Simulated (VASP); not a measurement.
Wanted: the native input for a VASP 6.6.1 run.

- Task: single point
- Functional: r2SCAN
- Potentials or basis: VASP PAW PBE potentials, release 64 (Cd, F)
- Cutoff: 520 eV
- k mesh: 8 × 8 × 8
- Occupations: gaussian, width 0.05 eV
- Spin: no spin polarisation
- Dipole correction: no
- Further INCAR settings: ALGO = Normal; EDIFF = 1e-07; NBANDS = 20

CdF2:

```
Cd F
1.0
     0.00000    2.61318    2.69400
     2.61318    0.00000    2.69400
     2.61318    2.61318    0.00000
Cd F
1 2
Direct
  0.00000 0.00000 0.00000
  0.25000 0.25000 0.25000
  0.75000 0.75000 0.75000
```

This cell differs from its parent crystal: strain -0.030 along x and y, +0.000 along z.

The input as run:

POSCAR

```
CdF2
1.0
    0.0000000000      2.6131800000      2.6940000000
    2.6131800000      0.0000000000      2.6940000000
    2.6131800000      2.6131800000      0.0000000000
Cd F
1 2
Direct
    0.0000000000      0.0000000000      0.0000000000
    0.2500000000      0.2500000000      0.2500000000
    0.7500000000      0.7500000000      0.7500000000
```

INCAR.step1

```
SYSTEM = CdF2
PREC = Accurate ; ENCUT = 520
ISMEAR = 0 ; SIGMA = 0.05
LREAL = .FALSE. ; LASPH = .TRUE.
NELM = 80 ; NBANDS = 20
GGA = PE ; ALGO = Normal
EDIFF = 1E-4 ; LWAVE = .TRUE.
LCHARG = .FALSE.
```

INCAR.step2

```
SYSTEM = CdF2
PREC = Accurate ; ENCUT = 520
EDIFF = 1E-7 ; ISMEAR = 0
SIGMA = 0.05 ; LREAL = .FALSE.
LASPH = .TRUE. ; NELM = 80
ALGO = Normal ; ISIF = 2
LWAVE = .FALSE. ; LCHARG = .FALSE.
METAGGA = R2SCAN ; LMIXTAU = .TRUE.
NBANDS = 20 ; ISTART = 1
```

KPOINTS

```
Automatic mesh
0
G
  8 8 8
  0 0 0
```

Potentials or basis: VASP PAW PBE potentials, release 64 (Cd, F).

The run is started by

```sh
$ cat potpaw_PBE.64/Cd/POTCAR potpaw_PBE.64/F/POTCAR > POTCAR
$ cp INCAR.step1 INCAR
$ mpirun -np 1 vasp_std > vasp.out
$ cp INCAR.step2 INCAR
$ mpirun -np 1 vasp_std > vasp.out
```

It gave:

```json
{
 "Pressure": "9.4 GPa",
 "Band gap on the k mesh": "3.94 eV (least direct gap 4.31 eV)"
}
```

Caveat: the cell differs from its parent crystal (strain -0.030 along x and y, +0.000 along z); the cell stands under pressure; the PAW data sets were made with another functional, which shifts forces and pressure a little.

It took 78 s on 1 thread of Intel(R) Xeon(R) 6975P-C (Granite Rapids), with other jobs on the host, peak memory 0.19 GiB.
